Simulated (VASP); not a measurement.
SnO2, 12 atoms in the cell. It takes space group Pbcn (No. 60, orthorhombic). Conventional cell: a = 4.358 Å, b = 5.566 Å, c = 4.821 Å, α = 90.00°, β = 90.00°, γ = 90.00°. Within 2.5 Å of Sn (site symmetry 2) lie 6 O at 1.91 to 2.00 Å. Within 2.5 Å of O (site symmetry 1) lie 3 Sn at 1.91 to 2.00 Å and 1 O at 2.45 Å. 

| Quantity | Value |
| --- | --- |
| Program | VASP 6.6.1 |
| Task | single point |
| Functional | LDA |
| Potentials or basis | VASP PAW LDA potentials, release 64 (Sn_d, O) |
| Cutoff | 520 eV |
| k mesh | 6 × 6 × 6 |
| Occupations | gaussian, width 0.05 eV |
| Spin | no spin polarisation |
| Dipole correction | no |
| Further INCAR settings | ALGO = Normal; EDIFF = 1e-07; NBANDS = 64 |

Potentials or basis: VASP PAW LDA potentials, release 64 (Sn_d, O).

Command:

```sh
$ cat potpaw_LDA.64/Sn_d/POTCAR potpaw_LDA.64/O/POTCAR > POTCAR
$ mpirun -np 1 vasp_std > vasp.out
```

Hardware: 1 thread of AMD EPYC 7R13 Processor (Zen 3), with other jobs on the host.

Estimate the wall time of this run.

It took 9.2 min on 1 thread of AMD EPYC 7R13 Processor (Zen 3) (shared host), peak memory 0.38 GiB. Counts: scf iterations 16, k points 64.
